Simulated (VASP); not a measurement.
# BN: single point with revPBE+D3(BJ)

Crystal: BN.

```
N B
1.0
     2.53823    0.00000    0.00000
    -1.26911    2.19817    0.00000
     0.00000    0.00000    4.19756
N B
2 2
Direct
  0.33333 0.66667 0.12526
  0.66667 0.33333 0.62526
  0.33333 0.66667 0.49974
  0.66667 0.33333 0.99974
```

```yaml
Program: VASP 6.6.1
Task: single point
Functional: revPBE
Dispersion: D3(BJ)
Potentials_or_basis: VASP PAW PBE potentials, release 64 (N, B)
Cutoff: 520 eV
k_mesh: 12 × 12 × 6
Occupations: fermi-dirac, width 0.05 eV
Spin: no spin polarisation
```

The pressure is 0.3 GPa and the band gap on the k mesh is 5.22 eV, indirect (least direct gap 8.37 eV). The dispersion energy per atom is -0.434 eV.

Forces on the atoms (eV/Å):
```
N    0.000  0.000  0.002
N    0.000  0.000  0.002
B    0.000  0.000 -0.002
B    0.000  0.000 -0.002
```

Levels at points of the mesh, in eV from the valence-band top:
| k point | band 6 | band 7 | band 8 | band 9 | band 10 | band 11 |
| --- | --- | --- | --- | --- | --- | --- |
| (0.00, 0.00, 0.00) | -0.28 | 0.00 | 0.00 | 8.45 | 8.45 | 8.71 |
| (0.50, 0.00, 0.00) | -5.03 | -4.46 | -2.13 | 6.76 | 8.03 | 10.69 |
| (0.00, 0.00, 0.50) | -1.19 | -1.19 | -1.19 | 9.60 | 9.60 | 10.02 |
| (0.50, 0.00, 0.50) | -3.80 | -3.61 | -3.61 | 6.65 | 6.65 | 10.12 |

Run time: 40 s on 1 thread of Intel(R) Xeon(R) Platinum 8488C (Sapphire Rapids), with other jobs on the host, peak memory 0.16 GiB.

Caveat: the PAW data sets were made with another functional, which shifts forces and pressure a little. A k mesh can miss the band edges.
